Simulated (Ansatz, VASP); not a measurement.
One calculation of Ta2N, two programs

File POSCAR:

```
Ta2N
1.0
    3.1128615060      0.0000000000      0.0000000000
   -1.5564307530      2.6958171426      0.0000000000
    0.0000000000      0.0000000000      4.8698410000
Ta N
2 1
Direct
    0.6666666700      0.3333333300      0.7452890000
    0.3333333300      0.6666666700      0.2547110000
    0.0000000000      0.0000000000      0.0000000000
```

File INCAR.step1:

```
SYSTEM = Ta2N
ALGO = Normal
EDIFF = 1E-5
ENCUT = 660
GGA = PE
GGA_COMPAT = .False.
ISMEAR = 0
ISPIN = 2
LASPH = .True.
LCHARG = .False.
LMAXMIX = 4
LREAL = .False.
LWAVE = .True.
MAGMOM = 1 1 0
NBANDS = 26
NELM = 200
PREC = Accurate
SIGMA = 0.1
```

The input INCAR.step2:

```
SYSTEM = Ta2N
ALGO = Normal
EDIFF = 1E-6
ENCUT = 660
GGA_COMPAT = .False.
ISIF = 2
ISMEAR = 0
ISPIN = 2
ISTART = 1
LASPH = .True.
LCHARG = .True.
LELF = .True.
LMAXMIX = 4
LMIXTAU = .True.
LORBIT = 11
LREAL = .False.
LVHAR = .True.
LWAVE = .False.
MAGMOM = 1 1 0
METAGGA = R2SCAN
NBANDS = 26
NELM = 200
PREC = Accurate
SIGMA = 0.1
```

KPOINTS

```
k-points
0
Gamma
  6 6 4
  0 0 0
```

Input for Ansatz:

```yaml
crystal:
  lattice:
    - [3.112861506, 0.0, 0.0]
    - [-1.556430753, 2.6958171426, 0.0]
    - [0.0, 0.0, 4.869841]
  atoms:
    - { symbol: Ta, position: [0.66666667, 0.33333333, 0.745289], spin: 1.0 }
    - { symbol: Ta, position: [0.33333333, 0.66666667, 0.254711], spin: 1.0 }
    - { symbol: "N", position: [0.0, 0.0, 0.0] }
basis:
  ecutwfc: 500
kpoints:
  mp_grid: { grid: [6, 6, 4] }
hamiltonian:
  xc: r2scan
scf:
  occupations: { method: gaussian, width: 0.1 }
  lower_state_search: "off"
output:
  forces: true
  stress: true
  eigenvalues: true
  populations: true
magnetization:
  spin_polarized: true
```

Alike in both runs: task single point; functional r2SCAN; k mesh 6 × 6 × 4; occupations gaussian, width 0.1 eV; collinear spin.

|  | VASP | Ansatz |
| --- | --- | --- |
| version | VASP 6.6.1 | Ansatz 0.2.0 |
| potentials or method | VASP PAW PBE potentials, release 64 (Ta_sv_GW, N), cutoff 660 eV | scalar-relativistic, plane waves, PAW |
| valence electrons in the cell | 31 | 31 |

Ansatz gave:

| Quantity | Value |
| --- | --- |
| gap on the k mesh at the Fermi level (eV) | none |
| pressure (GPa) | -5.2 |
| traceless stress, the component that is largest in VASP (GPa) | 1.53 |
| rms of the force components (eV/Å) | 0.091 |
| net moment per atom (μB) | 0.00 |

What did VASP give for the same quantities?

gap on the k mesh at the Fermi level (eV): none; pressure (GPa): -5.4; traceless stress, the component that is largest in VASP (GPa): 1.48; rms of the force components (eV/Å): 0.069; net moment per atom (μB): 0.00.

VASP's potentials were made for PBE, not for r2SCAN. Atom by atom the forces differ by 0.022 eV/Å (rms over components). A gap of «none» marks a metal or a gap that the smearing closes. With one functional, cell and mesh, what is left measures potentials, basis and numerics. Ansatz's warnings: seeded moment not kept, stability check not made.

The k mesh is coarse, so the values compare programs but aren't converged. Spin-orbit coupling is off throughout.
